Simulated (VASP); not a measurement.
A run of VASP 6.6.1:

INCAR

```
SYSTEM = AlN
ALGO     = Normal         ! electronic algorithm
EDIFF    = 1E-6           ! SCF threshold, eV
EDIFFG   = -0.01          ! ionic threshold
ENCUT    = 520            ! plane-wave cutoff, eV
IBRION   = 2              ! ionic algorithm
ISIF     = 2              ! what is computed and relaxed
ISMEAR   = 0              ! smearing method
LASPH    = .True.         ! aspherical terms in the spheres
LCHARG   = .False.        ! write CHGCAR
LREAL    = .False.        ! projectors in reciprocal space
LWAVE    = .False.        ! write WAVECAR
NELM     = 100            ! most SCF steps
NSW      = 50             ! ionic steps
PREC     = Accurate       ! precision mode
SIGMA    = 0.05           ! smearing width, eV
```

KPOINTS

```
k-points
0
Gamma
  9 9 6
  0 0 0
```

The input POSCAR:

```
AlN
1.0
    3.0577000000      0.0000000000      0.0000000000
   -1.5288500000      2.6480458772      0.0000000000
    0.0000000000      0.0000000000      4.7458000000
Al N
2 2
Direct
    0.3333333333      0.6666666667      0.0015210172
    0.6666666667      0.3333333333      0.5015210172
    0.3333333333      0.6666666667      0.3834789828
    0.6666666667      0.3333333333      0.8834789828
```

Potentials or basis: VASP PAW LDA potentials, release 64 (Al, N).

The run is started by

```sh
$ cat potpaw_LDA.64/Al/POTCAR potpaw_LDA.64/N/POTCAR > POTCAR
$ mpirun -np 1 vasp_std > vasp.out
```

Hardware: 1 thread of Intel(R) Xeon(R) 6975P-C (Granite Rapids) (shared host).

Task: How long does it take, and how much memory?

Result: Wall time 12 s on 1 thread of Intel(R) Xeon(R) 6975P-C (Granite Rapids) (shared host), peak memory 0.14 GiB. Counts: scf iterations 26, k points 48, ion steps 3.
